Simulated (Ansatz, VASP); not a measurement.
One calculation of Hf, two programs

```
CELL_PARAMETERS angstrom
3.20451 0.00000 0.00000
-1.60225 2.77518 0.00000
0.00000 0.00000 5.07382
ATOMIC_POSITIONS crystal
Hf 0.33333 0.66667 0.25000
Hf 0.66667 0.33333 0.75000
```

Alike in both runs: task single point; functional PBE; k mesh 11 × 11 × 6; occupations gaussian, width 0.2 eV; no spin polarisation.

|  | VASP | Ansatz |
| --- | --- | --- |
| version | VASP 6.6.1 | Ansatz 0.2.0 |
| potentials or method | VASP PAW PBE potentials, release 64 (Hf_pv), cutoff 520 eV | plane waves (420 eV) with PAW, scalar-relativistic |
| valence electrons in the cell | 20 | 52 |

|  | VASP | Ansatz | Ansatz less VASP |
| --- | --- | --- | --- |
| pressure (GPa) | -0.5 | 0.0 | +0.44 |
| traceless stress, the component that is largest in VASP (GPa) | -0.10 | -0.04 | +0.067 |

With one functional, cell and mesh, what is left measures potentials, basis and numerics. VASP's potentials hold 20 valence electrons a cell and Ansatz's 52, so a difference there can come from the potentials and not from the codes.

Spin-orbit coupling is off throughout.
